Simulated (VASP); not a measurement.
A run of VASP 6.6.1:

Contents of INCAR:

```
PREC     = Accurate       # precision mode
ENCUT    = 520            # plane-wave cutoff, eV
EDIFF    = 1E-6           # SCF threshold, eV
ISMEAR   = 0              # smearing method
SIGMA    = 0.15           # smearing width, eV
LREAL    = F              # projectors in reciprocal space
LASPH    = T              # aspherical terms in the spheres
NELM     = 80             # most SCF steps
ALGO     = Normal         # electronic algorithm
ISIF     = 2              # what is computed and relaxed
LWAVE    = F              # write WAVECAR
LCHARG   = F              # write CHGCAR
GGA      = PS             # functional
NBANDS   = 26             # bands
```

File KPOINTS:

```
regular mesh
0
Gamma
  12 12 8
```

File POSCAR:

```
HgTe
1.0
    2.9245567439     -2.9251319001      0.0000000000
    2.9245567439      2.9251319001      0.0000000000
    0.0000000000      0.0000000000      5.7082366342
Hg Te
2 2
Direct
    0.2498182349      0.7501817651      0.7500000000
    0.7501817651      0.2498182349      0.2500000000
    0.7498667075      0.2501332925      0.7500000000
    0.2501332925      0.7498667075      0.2500000000
```

Potentials or basis: VASP PAW PBE potentials, release 64 (Hg, Te).

Command:

```sh
$ cat potpaw_PBE.64/Hg/POTCAR potpaw_PBE.64/Te/POTCAR > POTCAR
$ mpirun -np 1 vasp_std > vasp.out
```

Hardware: 1 thread of Intel(R) Xeon(R) Platinum 8559C (Emerald Rapids), on a shared host.

Q: How long does it take, and how much memory?

A: Run time: 3.2 min on 1 thread of Intel(R) Xeon(R) Platinum 8559C (Emerald Rapids), on a shared host, peak memory 0.56 GiB. Counts: scf iterations 14, k points 215.
